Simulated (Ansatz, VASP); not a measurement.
Si in VASP and in Ansatz

Contents of INCAR:

```
ALGO = Normal ; EDIFF = 1E-7
EDIFFG = -0.002 ; ENCUT = 500
GGA_COMPAT = False ; IBRION = 2
ISIF = 3 ; ISMEAR = 0
LASPH = True ; LCHARG = False
LREAL = False ; LWAVE = False
NELM = 120 ; NELMIN = 4
NSW = 100 ; PREC = Accurate
SIGMA = 0.02
```

KPOINTS

```
k-points
0
Gamma
  12 12 12
```

The input POSCAR:

```
Si
1.0
    0.0000000000      2.7009713479      2.7009713479
    2.7009713479      0.0000000000      2.7009713479
    2.7009713479      2.7009713479      0.0000000000
Si
2
Direct
    0.0000000000      0.0000000000      0.0000000000
    0.2500000000      0.2500000000      0.2500000000
```

Input for Ansatz:

```yaml
crystal:
  lattice:
    - [0.0, 2.7009713479, 2.7009713479]
    - [2.7009713479, 0.0, 2.7009713479]
    - [2.7009713479, 2.7009713479, 0.0]
  atoms:
    - { symbol: Si, position: [0.0, 0.0, 0.0] }
    - { symbol: Si, position: [0.25, 0.25, 0.25] }
basis:
  ecutwfc: 420
kpoints:
  mp_grid: { grid: [12, 12, 12] }
hamiltonian:
  xc: lda
  pseudopotentials: { kind: paw }
scf:
  occupations: { method: gaussian, width: 0.02 }
output:
  forces: true
  stress: true
  eigenvalues: true
  write_density: true
  write_potential: true
  elf: true
  volumetric_format: npy
relax:
  adjacent_minimum: "off"
  f_tol: 0.002
  max_steps: 80
  cell: { stress_tol: 0.02 }
```

Alike in both runs: task relaxation of cell and atoms; functional LDA; k mesh 12 × 12 × 12; occupations gaussian, width 0.02 eV; no spin polarisation.

|  | VASP | Ansatz |
| --- | --- | --- |
| version | VASP 6.6.1 | Ansatz 0.2.0 |
| potentials or method | VASP PAW LDA potentials, release 64 (Si), cutoff 500 eV | scalar-relativistic, plane waves, PAW |
| valence electrons in the cell | 8 | 8 |

Ansatz gave:

| Quantity | Value |
| --- | --- |
| gap on the k mesh at the Fermi level, each at its own relaxed structure (eV) | 0.44 |
| relaxed volume (Å³/atom) | 19.70 |
| relaxed cell length with the largest relative difference (Å) | 3.820 |

Q: Estimate VASP's values.

A: gap on the k mesh at the Fermi level, each at its own relaxed structure (eV): 0.44; relaxed volume (Å³/atom): 19.71; relaxed cell length with the largest relative difference (Å): 3.820.

LDA's correlation is that of Perdew and Zunger in VASP and of Perdew and Wang (1992) in Ansatz.
